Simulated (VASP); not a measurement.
**Rh: single point with r2SCAN**

Rh:

```xyz
2
Lattice="2.5970 0.0000 0.0000 -1.2985 2.2490 0.0000 0.0000 0.0000 4.2295" Properties=species:S:1:pos:R:3 pbc="T T T"
Rh    0.0000    1.4994    1.0574
Rh    1.2985    0.7497    3.1721
```

* Program: VASP 6.6.1
* Task: single point
* Functional: r2SCAN
* Potentials or basis: VASP PAW PBE potentials, release 64 (Rh_pv)
* Cutoff: 520 eV
* k mesh: 10 × 10 × 5
* Occupations: gaussian, width 0.1 eV
* Spin: no spin polarisation
* Dipole correction: no
* Further INCAR settings: ALGO = Normal; EDIFF = 1e-06; NBANDS = 22

* Pressure: 42.0 GPa
* Band gap on the k mesh: zero (band 15 reaches 14.70 eV, above the bottom of band 16 at 11.90 eV)

Levels at points of the mesh, in eV from the Fermi level:
```tsv
k point	band 12	band 13	band 14	band 15	band 16	band 17	band 18	band 19
(0.00, 0.00, 0.00)	-3.12	-3.12	-2.31	-2.31	0.15	0.15	0.69	10.14
(0.50, 0.00, 0.00)	-2.75	-2.52	0.56	0.75	0.93	3.61	6.09	11.78
```

It took 82 s on 1 thread of Intel Xeon 6975P-C, on a shared host, peak memory 0.15 GiB.

Caveat: the PAW data sets were made with another functional, which shifts forces and pressure a little.
